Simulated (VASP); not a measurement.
La:

```xyz
2
Lattice="3.7500 0.0000 0.0000 -1.8750 3.2476 0.0000 0.0000 0.0000 6.0700" Properties=species:S:1:pos:R:3 pbc="T T T"
La    1.8750    1.0825    4.5525
La    0.0000    2.1651    1.5175
```

| Property | Result |
| --- | --- |
| Program | VASP 6.6.1 |
| Task | relaxation of cell and atoms |
| Functional | PBEsol |
| Potentials or basis | VASP PAW PBE potentials, release 64 (La) |
| Cutoff | 600 eV |
| k mesh | 8 × 8 × 5 |
| Occupations | fermi-dirac, width 0.05 eV |
| Spin | no spin polarisation |

At the start: pressure -1.4 GPa; volume 36.96 Å³/atom.

Problem. How do energy, volume and symmetry change on relaxing?

Solution. Over 12 steps the energy falls by 9.6 meV/atom and the volume is 34.85 Å³/atom (-5.7 %); space group P6_3/mmc (No. 194, to 0.1 Å) before and after.

The path:
```csv
step,energy change (eV),largest force (eV/Å),pressure (GPa),volume (Å³)
1,0.0000,0.0000,-1.43,73.92
2,-0.0187,0.0000,-0.26,70.45
3,-0.0193,0.0000,-0.01,69.76
4,-0.0193,0.0000,0.01,69.68
5,-0.0193,0.0000,-0.01,69.71
6,-0.0193,0.0000,0.00,69.72
7,-0.0193,0.0000,-0.03,69.74
8,-0.0193,0.0000,-0.02,69.74
9,-0.0193,0.0000,-0.02,69.73
10,-0.0193,0.0000,-0.04,69.72
11,-0.0193,0.0000,-0.02,69.72
12,-0.0193,0.0000,0.01,69.69
```

Final structure:
```
La
1.0
     3.68034    0.00000    0.00000
    -1.84017    3.18727    0.00000
     0.00000    0.00000    5.94134
La
2
Direct
  0.66667 0.33333 0.75000
  0.33333 0.66667 0.25000
```

Caveat: the PAW data sets were made with another functional, which shifts forces and pressure a little.
